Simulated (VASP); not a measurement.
# KMgF3 (Pm-3m) in VASP: a series of runs, part 2 of 2

VASP 6.6.1. Earlier steps stand in the parts before.

**3. Single point, PBE**

This run uses another cell than the first one, of 12.61 Å³/atom.

INCAR

```
SYSTEM = KMgF3
PREC = Accurate ; ENCUT = 520
EDIFF = 1E-6 ; ISMEAR = -1
SIGMA = 0.02 ; LREAL = .FALSE.
LASPH = .TRUE. ; NELM = 80
ALGO = Normal ; ISIF = 2
LWAVE = .FALSE. ; LCHARG = .FALSE.
GGA = PE ; NBANDS = 24
```

KPOINTS

```
Automatic mesh
0
G
  6 6 6
  0 0 0
```

POSCAR

```
KMgF3
1.0
    3.9802385496      0.0000000000      0.0000000000
    0.0000000000      3.9802385496      0.0000000000
    0.0000000000      0.0000000000      3.9802385496
K Mg F
1 1 3
Direct
    0.0000000000      0.0000000000      0.0000000000
    0.5000000000      0.5000000000      0.5000000000
    0.5000000000      0.5000000000      0.0000000000
    0.5000000000      0.0000000000      0.5000000000
    0.0000000000      0.5000000000      0.5000000000
```

Potentials or basis: VASP PAW PBE potentials, release 64 (K_sv, Mg, F).

Command:

```console
$ cat potpaw_PBE.64/K_sv/POTCAR potpaw_PBE.64/Mg/POTCAR potpaw_PBE.64/F/POTCAR > POTCAR
$ mpirun -np 1 vasp_std > vasp.out
```

OUTCAR:

```text
SYSTEM = KMgF3
   PREC = Accurate
   ENCUT = 520
   EDIFF = 1E-6
   ISMEAR = -1
   LREAL = .FALSE.
   LASPH = .TRUE.
   NELM = 80
   ISIF = 2
   GGA = PE

 ion  position               nearest neighbor table
   1  0.000  0.000  0.000-   3 2.81   4 2.81   5 2.81   4 2.81   5 2.81   3 2.81   5 2.81   5 2.81
                             3 2.81   4 2.81   4 2.81   3 2.81   2 3.45   2 3.45   2 3.45   2 3.45
   2  0.500  0.500  0.500-   3 1.99   4 1.99   5 1.99   3 1.99   4 1.99   5 1.99   1 3.45   1 3.45
                             1 3.45   1 3.45   1 3.45   1 3.45   1 3.45   1 3.45
   3  0.500  0.500  0.000-   2 1.99   2 1.99   1 2.81   1 2.81   1 2.81   1 2.81
   4  0.500  0.000  0.500-   2 1.99   2 1.99   1 2.81   1 2.81   1 2.81   1 2.81
   5  0.000  0.500  0.500-   2 1.99   2 1.99   1 2.81   1 2.81   1 2.81   1 2.81

  LATTYP: Found a simple cubic cell.
 ALAT       =     3.9802385496

  Lattice vectors:

 A1 = (   3.9802385496,   0.0000000000,   0.0000000000)
 A2 = (   0.0000000000,   3.9802385496,   0.0000000000)
 A3 = (   0.0000000000,   0.0000000000,   3.9802385496)

Analysis of symmetry for initial positions (statically):
=====================================================================
[... 176 lines left out ...]
 cond. band min:       5.7577084953   @ k =   0.0000   0.0000   0.0000
 fundamental gap:      7.3369864075
 Fermi energy:        -1.0609418279

 k-point     1 :       0.0000    0.0000    0.0000
  band No.  band energies     occupation
      1     -27.2248      2.00000
      2     -21.7098      2.00000
      3     -21.0506      2.00000
      4     -21.0506      2.00000
      5     -10.7176      2.00000
      6     -10.7176      2.00000
[... 529 lines left out ...]
     23      13.6258      0.00000
     24      13.6258      0.00000

------------------------ aborting loop because EDIFF is reached ----------------------------------------

  FORCE on cell =-STRESS in cart. coord.  units (eV):
  Direction    XX          YY          ZZ          XY          YZ          ZX
  --------------------------------------------------------------------------------------
  -------------------------------------------------------------------------------------
  Total        1.4612454      1.4612454      1.4612454     -0.0000000     -0.0000000      0.0000000
  in kB       37.1284178     37.1284178     37.1284178     -0.0000000     -0.0000000      0.0000000
  external PRESSURE =      37.1284178 kB  Pullay stress =       0.0000000 kB

 VOLUME and BASIS-vectors are now :
 -----------------------------------------------------------------------------
  energy-cutoff  :      520.00
  volume of cell :       63.06
      direct lattice vectors                 reciprocal lattice vectors
     3.980238550  0.000000000  0.000000000     0.251241223  0.000000000  0.000000000
     0.000000000  3.980238550  0.000000000     0.000000000  0.251241223  0.000000000
     0.000000000  0.000000000  3.980238550     0.000000000  0.000000000  0.251241223

 POSITION                                       TOTAL-FORCE (eV/Angst)
 -----------------------------------------------------------------------------------
      0.00000      0.00000      0.00000         0.000000      0.000000      0.000000
      1.99012      1.99012      1.99012         0.000000      0.000000      0.000000
      1.99012      1.99012      0.00000         0.000000      0.000000      0.000000
      1.99012      0.00000      1.99012         0.000000      0.000000      0.000000
      0.00000      1.99012      1.99012         0.000000      0.000000      0.000000
 -----------------------------------------------------------------------------------
    total drift:                                0.000000      0.000000     -0.000000

  FREE ENERGIE OF THE ION-ELECTRON SYSTEM (eV)
  ---------------------------------------------------
  free  energy   TOTEN  =       -24.4080630303 eV

  energy  without entropy=      -24.4080630303  energy(sigma->0) =      -24.40806303
```

It took 29 s on 1 thread of Intel Xeon Platinum 8488C (Sapphire Rapids), shared host; peak memory 0.18 GiB.

What came out:

- Free energy: -24.4081 eV
- Pressure: 3.7 GPa
- Band gap on the k mesh: 7.34 eV (least direct gap 7.66 eV)

Caveat: the cell stands under pressure. A k mesh can miss the band edges.

**4. Single point, LDA**

This run uses another cell than the first one, of 12.61 Å³/atom.

INCAR

```
  ALGO = Normal
  EDIFF = 1E-6
  ENCUT = 520
  GGA = CA
  ISIF = 2
  ISMEAR = 0
  LASPH = True
  LCHARG = True
  LELF = True
  LREAL = False
  LVHAR = True
  LWAVE = False
  NBANDS = 24
  NELM = 100
  PREC = Accurate
  SIGMA = 0.01
```

KPOINTS

```
k-points
0
Gamma
  6 6 6
```

POSCAR is that of step 3.

Potentials or basis: VASP PAW LDA potentials, release 64 (K_sv, Mg, F).

Command:

```console
$ cat potpaw_LDA.64/K_sv/POTCAR potpaw_LDA.64/Mg/POTCAR potpaw_LDA.64/F/POTCAR > POTCAR
$ mpirun -np 1 vasp_std > vasp.out
```

Run time: 31 s. Hardware: 1 thread of Intel Xeon Platinum 8488C (Sapphire Rapids), shared host; peak memory 0.16 GiB.

Results (log left out):

- Free energy: -27.0747 eV
- Pressure: -5.0 GPa
- Band gap on the k mesh: 6.99 eV (least direct gap 7.31 eV)

Levels at points of the mesh, in eV from the valence-band top:
| k point | band 14 | band 15 | band 16 | band 17 | band 18 | band 19 |
| --- | --- | --- | --- | --- | --- | --- |
| (0.00, 0.00, 0.00) | -0.33 | -0.33 | -0.33 | 6.99 | 9.78 | 9.78 |
| (0.50, 0.00, 0.00) | -0.89 | -0.55 | -0.55 | 9.81 | 10.17 | 10.87 |
| (0.50, 0.50, 0.00) | -0.92 | -0.92 | -0.02 | 10.71 | 11.45 | 12.30 |
| (0.50, 0.50, 0.50) | 0.00 | 0.00 | 0.00 | 10.19 | 10.19 | 10.19 |

Caveat: the cell stands under tension. A k mesh can miss the band edges.

**5. Overview**

```csv
level,potentials or basis,cell,smearing,gap on the mesh (eV),pressure (GPa)
LDA,"VASP PAW LDA potentials, release 64 (K_sv, Mg, F)","a = 3.909 Å, 5 atoms",fermi-dirac 0.02 eV,7.42,-0.9
PBE,"VASP PAW PBE potentials, release 64 (K_sv, Mg, F)","a = 3.980 Å, 5 atoms",fermi-dirac 0.02 eV,7.34,3.7
LDA,"VASP PAW LDA potentials, release 64 (K_sv, Mg, F)","a = 3.980 Å, 5 atoms",gaussian 0.01 eV,6.99,-5.0
```

Alike in all rows: task single point; no spin polarisation; k mesh 6 × 6 × 6; cutoff (eV) 520.

Caveats: the cell stands under pressure (at least some runs); the cell stands under tension (at least some runs).

Total energies depend on the potentials used, so only differences within one code and one set of settings carry meaning.
